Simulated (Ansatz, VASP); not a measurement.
**Ti in VASP and in Ansatz**

Contents of INCAR:

```
ALGO = Normal
EDIFF = 1E-6
ENCUT = 520
GGA = PS
ISIF = 2
ISMEAR = 0
LASPH = True
LCHARG = False
LREAL = False
LWAVE = False
NBANDS = 12
NELM = 60
PREC = Accurate
SIGMA = 0.15
```

The input KPOINTS:

```
k-points
0
Gamma
  10 10 10
```

Contents of POSCAR:

```
Ti
1.0
    0.0000000000      1.9995500000      1.9995500000
    1.9995500000      0.0000000000      1.9995500000
    1.9995500000      1.9995500000      0.0000000000
Ti
1
Direct
    0.0000000000      0.0000000000      0.0000000000
```

Input for Ansatz:

```yaml
crystal:
  lattice:
    - [0.0, 1.99955, 1.99955]
    - [1.99955, 0.0, 1.99955]
    - [1.99955, 1.99955, 0.0]
  atoms:
    - { symbol: Ti, position: [0.0, 0.0, 0.0] }
basis:
  ecutwfc: 420
kpoints:
  mp_grid: { grid: [10, 10, 10] }
hamiltonian:
  xc: pbesol
scf:
  occupations: { method: gaussian, width: 0.15 }
output:
  forces: true
  stress: true
  eigenvalues: true
```

Change from the starting cell: strain -0.015 along x and y, -0.015 along z, atoms carried along.

Alike in both runs: task single point; functional PBEsol; k mesh 10 × 10 × 10; occupations gaussian, width 0.15 eV; no spin polarisation.

|  | VASP | Ansatz |
| --- | --- | --- |
| version | VASP 6.6.1 | Ansatz 0.2.0 |
| potentials or method | VASP PAW PBE potentials, release 64 (Ti_sv), cutoff 520 eV | scalar-relativistic, plane waves, PAW |
| valence electrons in the cell | 12 | 12 |

Ansatz gave:

```
gap on the k mesh at the Fermi level (eV) : none
pressure (GPa)                            : 5.2
```

**Question.** What did VASP give for the same quantities?

**Answer.** gap on the k mesh at the Fermi level (eV): none; pressure (GPa): 4.9.

VASP's potentials were made for PBE, not for PBEsol. A gap of «none» marks a metal or a gap that the smearing closes. The functional is the same, so the differences come from potentials, cutoffs and numerics.
